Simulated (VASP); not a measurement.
A run of VASP 6.6.1:

Contents of INCAR:

```
SYSTEM = CdAgC4N4
ALGO = Normal
EDIFF = 1E-6
ENCUT = 520
GGA = PE
ISIF = 2
ISMEAR = 0
ISPIN = 2
LASPH = .TRUE.
LCHARG = .FALSE.
LMAXMIX = 4
LORBIT = 11
LREAL = .FALSE.
LWAVE = .FALSE.
MAGMOM = 0 1 0 0 0 0 0 0 0 0
NBANDS = 44
NELM = 150
PREC = Accurate
SIGMA = 0.1
```

KPOINTS

```
k-points
0
G
  4 4 4
  0 0 0
```

File POSCAR:

```
CdAgC4N4
1.0
    6.4030880624      0.0000000000      0.0000000000
    0.0000000000      6.4030880624      0.0000000000
    0.0000000000      0.0000000000      6.4030880624
Cd Ag C N
1 1 4 4
Direct
    0.0000000000      0.0000000000      0.0000000000
    0.5000000000      0.5000000000      0.5000000000
    0.1999210362      0.1999210362      0.1999210362
    0.1999210362      0.8000789638      0.8000789638
    0.8000789638      0.1999210362      0.8000789638
    0.8000789638      0.8000789638      0.1999210362
    0.3050806628      0.3050806628      0.3050806628
    0.3050806628      0.6949193372      0.6949193372
    0.6949193372      0.3050806628      0.6949193372
    0.6949193372      0.6949193372      0.3050806628
```

Potentials or basis: VASP PAW PBE potentials, release 64 (Cd, Ag, C, N).

Command:

```console
$ cat potpaw_PBE.64/Cd/POTCAR potpaw_PBE.64/Ag/POTCAR potpaw_PBE.64/C/POTCAR potpaw_PBE.64/N/POTCAR > POTCAR
$ mpirun -np 1 vasp_std > vasp.out
```

Hardware: 1 thread of Intel(R) Xeon(R) 6975P-C (Granite Rapids) (shared host).

Q: Estimate the wall time of this run.

A: Wall time 2.9 min on 1 thread of Intel(R) Xeon(R) 6975P-C (Granite Rapids), with other jobs on the host, peak memory 0.5 GiB. Counts: scf iterations 17, k points 10.
